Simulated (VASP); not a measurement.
# W3C in VASP: relaxation of the atoms with LDA

Aim: the relaxation of the atoms of W3C with LDA.

Everything below comes from runs of VASP 6.6.1. Logs are shortened: lines on timing, memory, paths and dates and some standing lists are left out, and cuts for length are marked.

## Step 1: The cell of the first run

The cell holds a slab with vacuum, 4 atoms: a = 2.809 Å, b = 2.809 Å, c = 20.114 Å, α = 90.00°, β = 90.00°, γ = 120.00°.

## Step 2: Relaxation of the atoms, LDA

Input file INCAR:

```
SYSTEM = W3C
ALGO = Normal
DIPOL = 0.5 0.5 0.364
EDIFF = 1E-7
EDIFFG = -0.025
ENCUT = 520
GGA_COMPAT = .FALSE.
IBRION = 2
IDIPOL = 3
ISIF = 2
ISMEAR = 0
LASPH = .TRUE.
LCHARG = .FALSE.
LDIPOL = .TRUE.
LREAL = .FALSE.
LWAVE = .FALSE.
NELM = 120
NELMDL = -8
NELMIN = 4
NSW = 36
PREC = Accurate
SIGMA = 0.1
```

Input file KPOINTS:

```
k-points
0
G
  12 12 1
  0 0 0
```

Input file POSCAR:

```
W3C
1.0
    2.8090103839      0.0000000000      0.0000000000
   -1.4045051920      2.4326743520      0.0000000000
    0.0000000000      0.0000000000     20.1144288635
W C
3 1
Selective dynamics
Direct
    0.6666666667      0.3333333333      0.1988622211  F F F
    0.3333333333      0.6666666667      0.3135698338  F F F
    0.0000000000      0.0000000000      0.4282711143  F F F
    0.1666666667      0.3333333333      0.5147761805  F F T
```

Potentials or basis: VASP PAW LDA potentials, release 64 (W_sv, C).

Started as:

```console
cat potpaw_LDA.64/W_sv/POTCAR potpaw_LDA.64/C/POTCAR > POTCAR
mpirun -np 1 vasp_std > vasp.out
```

OUTCAR:

```text
SYSTEM = W3C
   EDIFF = 1E-7
   EDIFFG = -0.025
   ENCUT = 520
   IBRION = 2
   ISIF = 2
   ISMEAR = 0
   LASPH = .TRUE.
   LREAL = .FALSE.
   NELM = 120
   NELMDL = -8
   NELMIN = 4
   NSW = 36
   PREC = Accurate

 ion  position               nearest neighbor table
   1  0.667  0.333  0.199-   2 2.82   2 2.82   2 2.82
   2  0.333  0.667  0.314-   3 2.82   3 2.82   3 2.82   1 2.82   1 2.82   1 2.82
   3  0.000  0.000  0.428-   4 1.92   4 2.76   4 2.76   2 2.82   2 2.82   2 2.82
   4  0.167  0.333  0.515-   3 1.92   3 2.76   3 2.76

  LATTYP: Found a hexagonal cell.
 ALAT       =     2.8090103839
 C/A-ratio  =     7.1606815620

  Lattice vectors:

 A1 = (   2.8090103839,   0.0000000000,   0.0000000000)
 A2 = (  -1.4045051920,   2.4326743520,   0.0000000000)
 A3 = (   0.0000000000,   0.0000000000,  20.1144288635)

Analysis of symmetry for initial positions (statically):
=====================================================================
 Subroutine PRICEL returns:
 Original cell was already a primitive cell.

 Routine SETGRP: Setting up the symmetry group for a
 hexagonal supercell.

 Subroutine GETGRP returns: Found  2 space group operations
 (whereof  2 operations were pure point group operations)
 out of a pool of 24 trial point group operations.

The static configuration has the point symmetry C_1h.

Analysis of symmetry for dynamics (positions and initial velocities):
=====================================================================
 Subroutine PRICEL returns:
 Original cell was already a primitive cell.

 Routine SETGRP: Setting up the symmetry group for a
 hexagonal supercell.

 Subroutine GETGRP returns: Found  2 space group operations
 (whereof  2 operations were pure point group operations)
 out of a pool of 24 trial point group operations.

The dynamic configuration has the point symmetry C_1h.

Analysis of constrained symmetry for selective dynamics:
=====================================================================
 Subroutine PRICEL returns:
 Original cell was already a primitive cell.

 Routine SETGRP: Setting up the symmetry group for a
 hexagonal supercell.

 Subroutine GETGRP returns: Found  2 space group operations
 (whereof  2 operations were pure point group operations)
 out of a pool of 24 trial point group operations.

The constrained configuration has the point symmetry C_1h.

 Subroutine INISYM returns: Found  2 space group operations
 (whereof  2 operations are pure point group operations),
 and found     1 'primitive' translations

----------------------------------------------------------------------------------------

                                     Primitive cell

  volume of cell :     137.4501

  direct lattice vectors                    reciprocal lattice vectors
     2.809010384  0.000000000  0.000000000     0.355997260  0.205535114  0.000000000
    -1.404505192  2.432674352  0.000000000     0.000000000  0.411070228  0.000000000
     0.000000000  0.000000000 20.114428863     0.000000000  0.000000000  0.049715555

  length of vectors
     2.809010384  2.809010384 20.114428863     0.411070228  0.411070228  0.049715555

  position of ions in fractional coordinates (direct lattice)
     0.666666667  0.333333333  0.198862221
     0.333333333  0.666666667  0.313569834
     0.000000000  0.000000000  0.428271114
     0.166666667  0.333333333  0.514776181

  ion indices of the primitive-cell ions
   primitive index   ion index
                 1           1
                 2           2
                 3           3
                 4           4

----------------------------------------------------------------------------------------

 KPOINTS: k-points

Automatic generation of k-mesh.
 Grid dimensions read from file:
 generate k-points for:   12   12    1

 Generating k-lattice:

  Cartesian coordinates                     Fractional coordinates (reciprocal lattice)
     0.029666438  0.017127926  0.000000000     0.083333333 -0.000000000  0.000000000
     0.000000000  0.034255852  0.000000000     0.000000000  0.083333333  0.000000000
     0.000000000  0.000000000  0.049715555     0.000000000  0.000000000  1.000000000

  Length of vectors
     0.034255852  0.034255852  0.049715555

  Shift w.r.t. Gamma in fractional coordinates (k-lattice)
     0.000000000  0.000000000  0.000000000

 Subroutine IBZKPT returns following result:
 ===========================================

 Found     43 irreducible k-points:

 Following reciprocal coordinates:
            Coordinates               Weight
  0.000000  0.000000  0.000000      1.000000
  0.083333  0.000000  0.000000      4.000000
  0.000000  0.083333  0.000000      2.000000
  0.166667  0.000000  0.000000      4.000000
  0.000000  0.166667  0.000000      2.000000
  0.250000  0.000000  0.000000      4.000000
[... 16 lines left out ...]
 -0.083333  0.416667  0.000000      4.000000
 -0.416667  0.333333  0.000000      4.000000
 [... further k-points ...]
   k-points           NKPTS =     43   k-points in BZ     NKDIM =     43   number of bands    NBANDS=     27
   number of dos      NEDOS =    301   number of ions     NIONS =      4
   total plane-waves  NPLWV =  86400
   dimension x,y,z NGX =    24 NGY =   24 NGZ =  150
   dimension x,y,z NGXF=    48 NGYF=   48 NGZF=  300
   ions per type =               3   1
   NGX,Y,Z   is equivalent  to a cutoff of  14.20, 14.20, 12.40 a.u.
   NGXF,Y,Z  is equivalent  to a cutoff of  28.41, 28.41, 24.80 a.u.
 SYSTEM =  W3C
   PREC   = accura    normal or accurate (medium, high low for compatibility)
   ISTART =      0    job   : 0-new  1-cont  2-samecut
   ICHARG =      2    charge: 1-file 2-atom 10-const
   ISPIN  =      1    spin polarized calculation?
   LNONCOLLINEAR =      F non collinear calculations
   LSORBIT =      F    spin-orbit coupling
   LASPH  =      T    aspherical Exc in radial PAW
   ENCUT  =  520.0 eV  38.22 Ry    6.18 a.u.   5.22  5.22 37.40*2*pi/ulx,y,z
   NELM   =    120;   NELMIN=  4; NELMDL= -8     # of ELM steps
   EDIFF  = 0.1E-06   stopping-criterion for ELM
   LREAL  =      F    real-space projection
   EDIFFG = -.3E-01   stopping-criterion for IOM
   NSW    =     36    number of steps for IOM
   IBRION =      2    ionic relax: 0-MD 1-quasi-New 2-CG
   NFREE  =      1    steps in history (QN), initial steepest desc. (CG)
   ISIF   =      2    stress and relaxation
   ISYM   =      2    0-nonsym 1-usesym 2-fastsym
   POTIM  = 0.5000    time-step for ionic-motion
   TEBEG  =    0.0;   TEEND  =   0.0 temperature during run
   PSTRESS=    0.0 pullay stress
   NELECT =      46.0000    total number of electrons
   NUPDOWN=      -1.0000    fix difference up-down
   EMIN   =  10.00;   EMAX   =-10.00  energy-range for DOS
   EFERMI =   0.00;   METHOD = LEGACY
   ISMEAR =     0;   SIGMA  =   0.10  broadening in eV -4-tet -1-fermi 0-gaus
   EFERMI_NEDOS =   21; number of points for ismear=-14 and -15
   IALGO  =     38    algorithm
   IMIX   =      4    mixing-type and parameters
     AMIX     =   0.40;   BMIX     =  1.00
     AMIX_MAG =   1.60;   BMIX_MAG =  1.00
  volume/ion in A,a.u.               =      34.36       231.89
  Fermi-wavevector in a.u.,A,eV,Ry     =   1.136613  2.147886 17.577203  1.291888
  Thomas-Fermi vector in A             =   2.273318
   LORBIT       =      0    0 simple, 1 ext, 2 COOP (PROOUT), +10 PAW based schemes
   GGA     = CA    functional components
   LHFCALC =     F    Hartree Fock is set to
   AEXX    =    0.0000 exact exchange contribution
   IVDW    =     0    specifies the selected vdW correction
   LEPSILON=     F    determine dielectric tensor
   LRPA    =     F    only Hartree local field effects (RPA)
 conjugate gradient relaxation of ions
 non-spin polarized calculation
 Gauss-broadening in eV      SIGMA  =   0.10
  energy-cutoff  :      520.00
  volume of cell :      137.45
 maximum number of plane-waves:      3729
 NGX is ok and might be reduce to    24
   NGX = 11   NGY = 11   NGZ = 75

 dipolmoment           0.000000      0.000000     -0.020286 electrons x Angstroem

--------------------------------------- Ionic step        1  -------------------------------------------

 number of electron      46.0000005 magnetization

 Free energy of the ion-electron system (eV)
  ---------------------------------------------------
  ext. energy  EPLUGINS =         0.00000000
  ---------------------------------------------------
  free energy    TOTEN  =       -45.39042218 eV

  energy without entropy =      -45.37054644  energy(sigma->0) =      -45.38048431

------------------------ aborting loop because EDIFF is reached ----------------------------------------

  FORCE on cell =-STRESS in cart. coord.  units (eV):
  Direction    XX          YY          ZZ          XY          YZ          ZX
  --------------------------------------------------------------------------------------
  -------------------------------------------------------------------------------------
  Total       -2.9089832     -5.4404160     -2.0308854      0.0000000      0.8526827     -0.0000000
  in kB      -33.9083593    -63.4158274    -23.6728731      0.0000000      9.9392355     -0.0000000
  external PRESSURE =     -40.3323533 kB  Pullay stress =       0.0000000 kB
[... 61 lines left out ...]
  energy  without entropy=      -45.4517484840  energy(sigma->0) =      -45.46118118

--------------------------------------- Ionic step        3  -------------------------------------------

 number of electron      46.0000005 magnetization

 dipolmoment           0.000000      0.000000      0.070983 electrons x Angstroem

 Free energy of the ion-electron system (eV)
  ---------------------------------------------------
  ext. energy  EPLUGINS =         0.00000000
  ---------------------------------------------------
  free energy    TOTEN  =       -45.48013126 eV

  energy without entropy =      -45.46156083  energy(sigma->0) =      -45.47084605

 E-fermi :   0.3557     XC(G=0):  -6.4510

 val. band max:        0.3502783176   @ k =   0.3333   0.2500   0.0000
 cond. band min:       0.3644740913   @ k =  -0.1667   0.4167   0.0000
 fundamental gap:      0.0141957736
 Fermi energy:         0.3556509995

 k-point     1 :       0.0000    0.0000    0.0000
  band No.  band energies     occupation
      1     -72.9404      2.00000
      2     -72.8771      2.00000
      3     -72.6690      2.00000
      4     -37.9246      2.00000
      5     -37.4573      2.00000
      6     -36.9916      2.00000
[... 709 lines left out ...]
     26       2.5752      0.00000
     27       2.9388      0.00000

 [... further k-points ...]

------------------------ aborting loop because EDIFF is reached ----------------------------------------

 vacuum level on the upper side and lower side of the slab       (xc-potential included)         0.785        -1.076

  FORCE on cell =-STRESS in cart. coord.  units (eV):
  Direction    XX          YY          ZZ          XY          YZ          ZX
  --------------------------------------------------------------------------------------
  -------------------------------------------------------------------------------------
  Total       -1.7419648     -3.8950205      0.6899811      0.0000000      2.3652336     -0.0000000
  in kB      -20.3050908    -45.4020334      8.0427163      0.0000000     27.5701800     -0.0000000
  external PRESSURE =     -19.2214693 kB  Pullay stress =       0.0000000 kB

 VOLUME and BASIS-vectors are now :
 -----------------------------------------------------------------------------
  energy-cutoff  :      520.00
  volume of cell :      137.45
      direct lattice vectors                 reciprocal lattice vectors
     2.809010384  0.000000000  0.000000000     0.355997260  0.205535114  0.000000000
    -1.404505192  2.432674352  0.000000000     0.000000000  0.411070228  0.000000000
     0.000000000  0.000000000 20.114428863     0.000000000  0.000000000  0.049715555
[... 10 lines left out ...]
  FREE ENERGIE OF THE ION-ELECTRON SYSTEM (eV)
  ---------------------------------------------------
  free  energy   TOTEN  =       -45.4801312597 eV

  energy  without entropy=      -45.4615608337  energy(sigma->0) =      -45.47084605

 reached required accuracy - stopping structural energy minimisation

 vacuum level on the upper side and lower side of the slab         7.458         5.537
```

It took 24 min on 1 thread of Oxide Virtual Turin-like, shared host; peak memory 0.28 GiB.

What came out:

```yaml
Free_energy: -45.4801 eV
Energy_gained_by_relaxing: 22.4 meV/atom
Ionic_steps: 3
Band_gap_on_the_k_mesh: zero (bands 23 and 24 overlap by 0.85 eV)
```

The path:
| step | energy change (eV) | largest force on free atoms (eV/Å) | pressure (GPa) |
| --- | --- | --- | --- |
| 1 | 0.0000 | 1.5333 | -4.03 |
| 2 | -0.0802 | 0.5694 | -2.66 |
| 3 | -0.0897 | 0.0223 | -1.92 |

Final structure:
```cif
data_structure
_symmetry_space_group_name_H-M 'P 1'
_symmetry_Int_Tables_number 1
_cell_length_a 2.8090
_cell_length_b 2.8090
_cell_length_c 20.1144
_cell_angle_alpha 90.000
_cell_angle_beta 90.000
_cell_angle_gamma 120.000
_cell_volume 137.45
loop_
_atom_site_label
_atom_site_type_symbol
_atom_site_fract_x
_atom_site_fract_y
_atom_site_fract_z
_atom_site_occupancy
W1 W 0.66667 0.33333 0.19886 1
W2 W 0.33333 0.66667 0.31357 1
W3 W 0.00000 0.00000 0.42827 1
C1 C 0.16667 0.33333 0.50942 1
```

Caveat: spin-orbit coupling is left out, which moves the levels of the heavy elements.
